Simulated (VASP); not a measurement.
Here is a VASP 6.6.1 calculation.

The input INCAR:

```
PREC     = Accurate       # precision mode
ENCUT    = 520            # plane-wave cutoff, eV
EDIFF    = 1E-6           # SCF threshold, eV
ISMEAR   = 0              # smearing method
SIGMA    = 0.1            # smearing width, eV
LREAL    = False          # projectors in reciprocal space
LASPH    = True           # aspherical terms in the spheres
NELM     = 60             # most SCF steps
ALGO     = Normal         # electronic algorithm
ISIF     = 2              # what is computed and relaxed
LWAVE    = False          # write WAVECAR
LCHARG   = True           # write CHGCAR
GGA      = PE             # functional
LELF     = True           # ELF
LVHAR    = True         
NBANDS   = 12             # bands
```

Contents of KPOINTS:

```
Automatic mesh
0
Gamma
  18 18 14
```

The input POSCAR:

```
B
1.0
    2.4438271847      0.0000000000      0.0000000000
    0.0000000000      2.4438271847      0.0000000000
    0.0000000000      0.0000000000      3.4845446884
B
3
Direct
    0.5000000000      0.5000000000      0.2561316685
    0.5000000000      0.5000000000      0.7438683315
    0.0000000000      0.0000000000      0.0000000000
```

Potentials or basis: VASP PAW PBE potentials, release 64 (B).

Command:

```console
$ cat potpaw_PBE.64/B/POTCAR > POTCAR
$ mpirun -np 1 vasp_std > vasp.out
```

Question: Estimate the largest force.

Answer: 0.008 eV/Å.

Question: What does it give for the pressure?

Answer: 0.0 GPa.

Question: What does it give for the band gap on the k mesh?

Answer: Zero (an odd number of electrons rules out a gap without spin polarisation).

Forces on the atoms (eV/Å):
```
B    0.000  0.000  0.008
B    0.000  0.000 -0.008
B    0.000  0.000  0.000
```
